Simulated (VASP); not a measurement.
# Hf2Si (I4/mcm) in VASP: notebook

The runs below take Hf2Si through single point, with PBEsol.

Everything below comes from runs of VASP 6.6.1. Logs are shortened: lines on timing, memory, paths and dates and some standing lists are left out, and cuts for length are marked.

## 1. The cell of the first run

Symmetry: I4/mcm, No. 140, tetragonal system. Conventional cell: a = 6.641 Å, b = 6.641 Å, c = 5.086 Å, α = 90.00°, β = 90.00°, γ = 90.00°. Within 3.7 Å of Hf (site symmetry m2m) lie 4 Si at 2.81 Å and 11 Hf at 2.94 to 3.55 Å. Within 3.4 Å of Si (site symmetry 422) lie 2 Si at 2.54 Å and 8 Hf at 2.81 Å.

## 2. Single point, PBEsol (biaxial strain in the a-b plane: +2.0 %, then relaxed in part)

Input file INCAR:

```
PREC     = Accurate       # precision mode
ENCUT    = 520            # plane-wave cutoff, eV
EDIFF    = 1E-6           # SCF threshold, eV
ISMEAR   = 0              # smearing method
SIGMA    = 0.1            # smearing width, eV
LREAL    = False          # projectors in reciprocal space
LASPH    = True           # aspherical terms in the spheres
NELM     = 60             # most SCF steps
ALGO     = Fast           # electronic algorithm
ISIF     = 2              # what is computed and relaxed
LWAVE    = False          # write WAVECAR
LCHARG   = False          # write CHGCAR
GGA      = PS             # functional
NBANDS   = 60             # bands
```

Input file KPOINTS:

```
regular mesh
0
Gamma
  6 6 8
```

Input file POSCAR:

```
Hf2Si
1.0
    6.6408649144      0.0000000000      0.0000000000
    0.0000000000      6.6408649144      0.0000000000
    0.0000000000      0.0000000000      5.0863225863
Hf Si
8 4
Direct
    0.1563993850      0.3436006150      0.0000000000
    0.8436006150      0.3436006150      0.5000000000
    0.8436006150      0.6563993850      0.0000000000
    0.1563993850      0.6563993850      0.5000000000
    0.6563993850      0.8436006150      0.5000000000
    0.3436006150      0.8436006150      0.0000000000
    0.3436006150      0.1563993850      0.5000000000
    0.6563993850      0.1563993850      0.0000000000
    0.0000000000      0.0000000000      0.2500000000
    0.0000000000      0.0000000000      0.7500000000
    0.5000000000      0.5000000000      0.7500000000
    0.5000000000      0.5000000000      0.2500000000
```

Potentials or basis: VASP PAW PBE potentials, release 64 (Hf_pv, Si).

Started as:

```console
cat potpaw_PBE.64/Hf_pv/POTCAR potpaw_PBE.64/Si/POTCAR > POTCAR
mpirun -np 1 vasp_std > vasp.out
```

OUTCAR:

```text
PREC = Accurate
   ENCUT = 520
   EDIFF = 1E-6
   ISMEAR = 0
   LREAL = False
   LASPH = True
   NELM = 60
   ISIF = 2
   GGA = PS

 ion  position               nearest neighbor table
   1  0.156  0.344  0.000-   9 2.81  10 2.81  11 2.81  12 2.81   3 2.94   7 3.09   7 3.09   2 3.28
                             2 3.28   4 3.28   4 3.28   8 3.55   6 3.55   6 3.55   8 3.55
   2  0.844  0.344  0.500-   9 2.81  10 2.81  11 2.81  12 2.81   4 2.94   8 3.09   8 3.09   3 3.28
                             1 3.28   3 3.28   1 3.28   5 3.55   7 3.55   5 3.55   7 3.55
   3  0.844  0.656  0.000-   9 2.81  10 2.81  11 2.81  12 2.81   1 2.94   5 3.09   5 3.09   2 3.28
                             2 3.28   4 3.28   4 3.28   8 3.55   6 3.55   8 3.55   6 3.55
   4  0.156  0.656  0.500-   9 2.81  10 2.81  11 2.81  12 2.81   2 2.94   6 3.09   6 3.09   1 3.28
                             1 3.28   3 3.28   3 3.28   7 3.55   5 3.55   7 3.55   5 3.55
   5  0.656  0.844  0.500-   9 2.81  10 2.81  11 2.81  12 2.81   7 2.94   3 3.09   3 3.09   8 3.28
                             6 3.28   6 3.28   8 3.28   2 3.55   4 3.55   2 3.55   4 3.55
   6  0.344  0.844  0.000-   9 2.81  10 2.81  11 2.81  12 2.81   8 2.94   4 3.09   4 3.09   5 3.28
                             7 3.28   5 3.28   7 3.28   3 3.55   1 3.55   1 3.55   3 3.55
   7  0.344  0.156  0.500-   9 2.81  10 2.81  11 2.81  12 2.81   5 2.94   1 3.09   1 3.09   8 3.28
                             6 3.28   6 3.28   8 3.28   2 3.55   4 3.55   4 3.55   2 3.55
   8  0.656  0.156  0.000-   9 2.81  10 2.81  11 2.81  12 2.81   6 2.94   2 3.09   2 3.09   7 3.28
                             5 3.28   5 3.28   7 3.28   1 3.55   3 3.55   3 3.55   1 3.55
   9  0.000  0.000  0.250-  10 2.54  10 2.54   3 2.81   4 2.81   5 2.81   6 2.81   7 2.81   8 2.81
                             1 2.81   2 2.81
  10  0.000  0.000  0.750-   9 2.54   9 2.54   3 2.81   4 2.81   5 2.81   6 2.81   7 2.81   8 2.81
                             1 2.81   2 2.81
  11  0.500  0.500  0.750-  12 2.54  12 2.54   3 2.81   4 2.81   5 2.81   6 2.81   7 2.81   8 2.81
                             1 2.81   2 2.81
  12  0.500  0.500  0.250-  11 2.54  11 2.54   3 2.81   4 2.81   5 2.81   6 2.81   7 2.81   8 2.81
                             1 2.81   2 2.81

  LATTYP: Found a simple tetragonal cell.
 ALAT       =     6.6408649144
 C/A-ratio  =     0.7659126713

  Lattice vectors:

 A1 = (   6.6408649144,   0.0000000000,   0.0000000000)
 A2 = (   0.0000000000,   6.6408649144,   0.0000000000)
 A3 = (   0.0000000000,   0.0000000000,   5.0863225863)

Analysis of symmetry for initial positions (statically):
=====================================================================
 Subroutine PRICEL returns following result:

  LATTYP: Found a body centered tetragonal cell.
 ALAT       =     6.6408649144
 C/A-ratio  =     0.7659126713

  Lattice vectors:

 A1 = (   3.3204324572,  -3.3204324572,  -2.5431612931)
 A2 = (  -3.3204324572,   3.3204324572,  -2.5431612932)
 A3 = (   3.3204324572,   3.3204324572,   2.5431612932)

   2 primitive cells build up your supercell.

 Routine SETGRP: Setting up the symmetry group for a
 simple tetragonal supercell.

 Subroutine GETGRP returns: Found 16 space group operations
 (whereof  8 operations were pure point group operations)
 out of a pool of 16 trial point group operations.

The static configuration has the point symmetry C_4h.
 The point group associated with its full space group is D_4h.

Analysis of symmetry for dynamics (positions and initial velocities):
=====================================================================
 Subroutine PRICEL returns following result:

  LATTYP: Found a body centered tetragonal cell.
 ALAT       =     6.6408649144
 C/A-ratio  =     0.7659126713

  Lattice vectors:

 A1 = (   3.3204324572,  -3.3204324572,  -2.5431612931)
 A2 = (  -3.3204324572,   3.3204324572,  -2.5431612932)
 A3 = (   3.3204324572,   3.3204324572,   2.5431612932)

   2 primitive cells build up your supercell.

 Routine SETGRP: Setting up the symmetry group for a
 simple tetragonal supercell.

 Subroutine GETGRP returns: Found 16 space group operations
 (whereof  8 operations were pure point group operations)
 out of a pool of 16 trial point group operations.

The dynamic configuration has the point symmetry C_4h.
 The point group associated with its full space group is D_4h.

 Subroutine INISYM returns: Found 16 space group operations
 (whereof  8 operations are pure point group operations),
 and found     2 'primitive' translations

[... 36 lines left out ...]
 Grid dimensions read from file:
 generate k-points for:    6    6    8

 Generating k-lattice:

  Cartesian coordinates                     Fractional coordinates (reciprocal lattice)
     0.025097132  0.000000000  0.000000000     0.166666667  0.000000000  0.000000000
     0.000000000  0.025097132  0.000000000     0.000000000  0.166666667  0.000000000
     0.000000000  0.000000000  0.024575712     0.000000000  0.000000000  0.125000000

  Length of vectors
     0.025097132  0.025097132  0.024575712

  Shift w.r.t. Gamma in fractional coordinates (k-lattice)
     0.000000000  0.000000000  0.000000000

 Subroutine IBZKPT returns following result:
 ===========================================

 Found     50 irreducible k-points:

 Following reciprocal coordinates:
            Coordinates               Weight
  0.000000  0.000000  0.000000      1.000000
  0.166667  0.000000  0.000000      4.000000
  0.333333  0.000000  0.000000      4.000000
  0.500000  0.000000  0.000000      2.000000
  0.166667  0.166667  0.000000      4.000000
  0.333333  0.166667  0.000000      8.000000
[... 16 lines left out ...]
  0.333333  0.000000  0.250000      8.000000
  0.500000  0.000000  0.250000      4.000000
 [... further k-points ...]
   k-points           NKPTS =     50   k-points in BZ     NKDIM =     50   number of bands    NBANDS=     60
   number of dos      NEDOS =    301   number of ions     NIONS =     12
   total plane-waves  NPLWV = 100000
   dimension x,y,z NGX =    50 NGY =   50 NGZ =   40
   dimension x,y,z NGXF=   100 NGYF=  100 NGZF=   80
   ions per type =               8   4
   NGX,Y,Z   is equivalent  to a cutoff of  12.52, 12.52, 13.07 a.u.
   NGXF,Y,Z  is equivalent  to a cutoff of  25.03, 25.03, 26.15 a.u.
 SYSTEM =  unknown system
   PREC   = accura    normal or accurate (medium, high low for compatibility)
   ISTART =      0    job   : 0-new  1-cont  2-samecut
   ICHARG =      2    charge: 1-file 2-atom 10-const
   ISPIN  =      1    spin polarized calculation?
   LNONCOLLINEAR =      F non collinear calculations
   LSORBIT =      F    spin-orbit coupling
   LASPH  =      T    aspherical Exc in radial PAW
   ENCUT  =  520.0 eV  38.22 Ry    6.18 a.u.  12.35 12.35  9.46*2*pi/ulx,y,z
   NELM   =     60;   NELMIN=  2; NELMDL= -5     # of ELM steps
   EDIFF  = 0.1E-05   stopping-criterion for ELM
   LREAL  =      F    real-space projection
   EDIFFG = 0.1E-04   stopping-criterion for IOM
   NSW    =      0    number of steps for IOM
   IBRION =     -1    ionic relax: 0-MD 1-quasi-New 2-CG
   NFREE  =      0    steps in history (QN), initial steepest desc. (CG)
   ISIF   =      2    stress and relaxation
   ISYM   =      2    0-nonsym 1-usesym 2-fastsym
   POTIM  = 0.5000    time-step for ionic-motion
   TEBEG  =    0.0;   TEEND  =   0.0 temperature during run
   PSTRESS=    0.0 pullay stress
   NELECT =      96.0000    total number of electrons
   NUPDOWN=      -1.0000    fix difference up-down
   EMIN   =  10.00;   EMAX   =-10.00  energy-range for DOS
   EFERMI =   0.00;   METHOD = LEGACY
   ISMEAR =     0;   SIGMA  =   0.10  broadening in eV -4-tet -1-fermi 0-gaus
   EFERMI_NEDOS =   21; number of points for ismear=-14 and -15
   IALGO  =     68    algorithm
   IMIX   =      4    mixing-type and parameters
     AMIX     =   0.40;   BMIX     =  1.00
     AMIX_MAG =   1.60;   BMIX_MAG =  1.00
  volume/ion in A,a.u.               =      18.69       126.14
  Fermi-wavevector in a.u.,A,eV,Ry     =   1.233713  2.331380 20.708721  1.522048
  Thomas-Fermi vector in A             =   2.368432
   LORBIT       =      0    0 simple, 1 ext, 2 COOP (PROOUT), +10 PAW based schemes
   GGA     = PS    functional components
   LHFCALC =     F    Hartree Fock is set to
   AEXX    =    0.0000 exact exchange contribution
   IVDW    =     0    specifies the selected vdW correction
   LEPSILON=     F    determine dielectric tensor
   LRPA    =     F    only Hartree local field effects (RPA)
 non-spin polarized calculation
 RMM-DIIS sequential band-by-band and
 Gauss-broadening in eV      SIGMA  =   0.10
  energy-cutoff  :      520.00
  volume of cell :      224.31
 maximum number of plane-waves:      6123
 NGX is ok and might be reduce to    50
   NGX = 25   NGY = 25   NGZ = 19

 number of electron      96.0000016 magnetization

 Free energy of the ion-electron system (eV)
  ---------------------------------------------------
  ext. energy  EPLUGINS =         0.00000000
  ---------------------------------------------------
  free energy    TOTEN  =      -116.43823308 eV

  energy without entropy =     -116.41359473  energy(sigma->0) =     -116.42591390

 E-fermi :   5.9198     XC(G=0): -11.5954

 val. band max:        5.9045075911   @ k =   0.3333   0.1667   0.5000
 cond. band min:       5.9383424076   @ k =   0.1667   0.1667   0.5000
 fundamental gap:      0.0338348164
 Fermi energy:         5.9197752425

 k-point     1 :       0.0000    0.0000    0.0000
  band No.  band energies     occupation
      1     -24.5040      2.00000
      2     -24.4117      2.00000
      3     -24.3933      2.00000
      4     -24.3924      2.00000
      5     -24.3837      2.00000
      6     -24.3036      2.00000
[... 1501 lines left out ...]
     59       9.4613      0.00000
     60       9.5334      0.00000

 [... further k-points ...]
[... 5 lines left out ...]
  --------------------------------------------------------------------------------------
  -------------------------------------------------------------------------------------
  Total       -8.4411456     -8.4411456     -0.3211419      0.0000000      0.0000000      0.0000000
  in kB      -60.2918738    -60.2918738     -2.2937935      0.0000000      0.0000000      0.0000000
  external PRESSURE =     -40.9591804 kB  Pullay stress =       0.0000000 kB

 VOLUME and BASIS-vectors are now :
 -----------------------------------------------------------------------------
  energy-cutoff  :      520.00
  volume of cell :      224.31
      direct lattice vectors                 reciprocal lattice vectors
     6.640864914  0.000000000  0.000000000     0.150582795  0.000000000  0.000000000
     0.000000000  6.640864914  0.000000000     0.000000000  0.150582795  0.000000000
     0.000000000  0.000000000  5.086322586     0.000000000  0.000000000  0.196605698

 POSITION                                       TOTAL-FORCE (eV/Angst)
 -----------------------------------------------------------------------------------
      1.03863      2.28181      0.00000        -0.008695      0.008695      0.000000
      5.60224      2.28181      2.54316         0.008695      0.008695     -0.000000
      5.60224      4.35906      0.00000         0.008695     -0.008695      0.000000
      1.03863      4.35906      2.54316        -0.008695     -0.008695     -0.000000
      4.35906      5.60224      2.54316        -0.008695      0.008695      0.000000
      2.28181      5.60224      0.00000         0.008695      0.008695     -0.000000
      2.28181      1.03863      2.54316         0.008695     -0.008695      0.000000
      4.35906      1.03863      0.00000        -0.008695     -0.008695     -0.000000
      0.00000      0.00000      1.27158         0.000000     -0.000000      0.000000
      0.00000      0.00000      3.81474         0.000000     -0.000000      0.000000
      3.32043      3.32043      3.81474         0.000000     -0.000000      0.000000
      3.32043      3.32043      1.27158         0.000000     -0.000000      0.000000
 -----------------------------------------------------------------------------------
    total drift:                                0.000000     -0.000000      0.000000

  FREE ENERGIE OF THE ION-ELECTRON SYSTEM (eV)
  ---------------------------------------------------
  free  energy   TOTEN  =      -116.4382330787 eV

  energy  without entropy=     -116.4135947309  energy(sigma->0) =     -116.42591390
```

It took 6.4 min on 1 thread of Intel Xeon 6975P-C (Granite Rapids), shared host; peak memory 0.62 GiB.

What came out:

```
Free energy            : -116.4382 eV
Pressure               : -4.1 GPa
Largest force          : 0.012 eV/Å
Band gap on the k mesh : zero (bands 48 and 49 overlap by 0.69 eV)
```

Forces in eV/Å, atoms in the order of the input:
```
Hf  -0.009  0.009  0.000
Hf   0.009  0.009  0.000
Hf   0.009 -0.009  0.000
Hf  -0.009 -0.009  0.000
Hf  -0.009  0.009  0.000
Hf   0.009  0.009  0.000
Hf   0.009 -0.009  0.000
Hf  -0.009 -0.009  0.000
Si   0.000  0.000  0.000
Si   0.000  0.000  0.000
Si   0.000  0.000  0.000
Si   0.000  0.000  0.000
```

Stress tensor (GPa, compression positive):
```
-6.03  0.00  0.00
 0.00 -6.03  0.00
 0.00  0.00 -0.23
```

Levels at points of the mesh, in eV from the Fermi level:
```
           k point  band 46  band 47  band 48  band 49  band 50  band 51
(0.00, 0.00, 0.00)    -0.54    -0.10     0.22     0.22     0.37     1.21
(0.50, 0.00, 0.00)    -1.04    -0.71    -0.71     0.89     0.89     0.98
(0.50, 0.50, 0.00)    -0.60    -0.54    -0.54     1.18     1.18     1.34
(0.00, 0.00, 0.50)    -0.06    -0.03    -0.03    -0.03    -0.03     0.44
(0.50, 0.00, 0.50)    -0.48    -0.48    -0.48     0.18     0.18     0.18
(0.50, 0.50, 0.50)    -0.71    -0.71    -0.71     0.27     0.27     0.27
```

Caveat: the cell differs from its parent crystal (biaxial strain in the a-b plane: +2.0 %, then relaxed in part); the cell stands under tension; the PAW data sets were made with another functional, which shifts forces and pressure a little; spin-orbit coupling is left out, which moves the levels of the heavy elements.

## 3. Single point, PBEsol (biaxial strain in the a-b plane: +2.0 %)

Input file INCAR:

```
PREC = Accurate
ENCUT = 520
EDIFF = 1E-6
ISMEAR = 0
SIGMA = 0.1
LREAL = False
LASPH = True
NELM = 60
ALGO = Fast
ISIF = 2
LWAVE = False
LCHARG = True
GGA = PS
LELF = True
LVHAR = True
NBANDS = 60
```

KPOINTS is that of step 2.

Input file POSCAR:

```
Hf2Si
1.0
    6.6408649144      0.0000000000      0.0000000000
    0.0000000000      6.6408649144      0.0000000000
    0.0000000000      0.0000000000      5.0814966820
Hf Si
8 4
Direct
    0.1565493736      0.3434506264      0.0000000000
    0.8434506264      0.3434506264      0.5000000000
    0.8434506264      0.6565493736      0.0000000000
    0.1565493736      0.6565493736      0.5000000000
    0.6565493736      0.8434506264      0.5000000000
    0.3434506264      0.8434506264      0.0000000000
    0.3434506264      0.1565493736      0.5000000000
    0.6565493736      0.1565493736      0.0000000000
    0.0000000000      0.0000000000      0.2500000000
    0.0000000000      0.0000000000      0.7500000000
    0.5000000000      0.5000000000      0.7500000000
    0.5000000000      0.5000000000      0.2500000000
```

Potentials or basis: VASP PAW PBE potentials, release 64 (Hf_pv, Si).

Started as:

```console
cat potpaw_PBE.64/Hf_pv/POTCAR potpaw_PBE.64/Si/POTCAR > POTCAR
mpirun -np 1 vasp_std > vasp.out
```

It took 11 min on 1 thread of Intel Xeon Platinum 8488C (Sapphire Rapids), shared host; peak memory 0.62 GiB.

The run converged. Its results:

```yaml
Free_energy: -116.4380 eV
Pressure: -4.0 GPa
Largest_force: 0.036 eV/Å
Band_gap_on_the_k_mesh: zero (bands 48 and 49 overlap by 0.69 eV)
```

Forces in eV/Å, atoms in the order of the input:
```
Hf  -0.026  0.026  0.000
Hf   0.026  0.026  0.000
Hf   0.026 -0.026  0.000
Hf  -0.026 -0.026  0.000
Hf  -0.026  0.026  0.000
Hf   0.026  0.026  0.000
Hf   0.026 -0.026  0.000
Hf  -0.026 -0.026  0.000
Si   0.000  0.000  0.000
Si   0.000  0.000  0.000
Si   0.000  0.000  0.000
Si   0.000  0.000  0.000
```

Stress tensor (GPa, compression positive):
```
-5.97  0.00  0.00
 0.00 -5.97  0.00
 0.00  0.00  0.06
```

Levels at points of the mesh, in eV from the Fermi level:
```
           k point  band 44  band 45  band 46  band 47  band 48  band 49  band 50  band 51  band 52  band 53
(0.00, 0.00, 0.00)    -0.94    -0.89    -0.54    -0.10     0.21     0.21     0.37     1.20     1.31     1.69
(0.50, 0.00, 0.00)    -1.33    -1.04    -1.04    -0.70    -0.70     0.88     0.88     0.98     0.98     1.70
(0.50, 0.50, 0.00)    -1.07    -0.60    -0.60    -0.53    -0.53     1.17     1.17     1.34     1.34     1.69
(0.00, 0.00, 0.50)    -0.09    -0.06    -0.06    -0.03    -0.03    -0.03    -0.03     0.42     0.42     1.52
(0.50, 0.00, 0.50)    -0.70    -0.48    -0.48    -0.48    -0.48     0.18     0.18     0.18     0.18     1.96
(0.50, 0.50, 0.50)    -0.82    -0.71    -0.71    -0.71    -0.71     0.27     0.27     0.27     0.27     2.16
```

Caveat: the cell differs from its parent crystal (biaxial strain in the a-b plane: +2.0 %); the cell stands under tension; the PAW data sets were made with another functional, which shifts forces and pressure a little; spin-orbit coupling is left out, which moves the levels of the heavy elements.

[end of part 1 of 2]
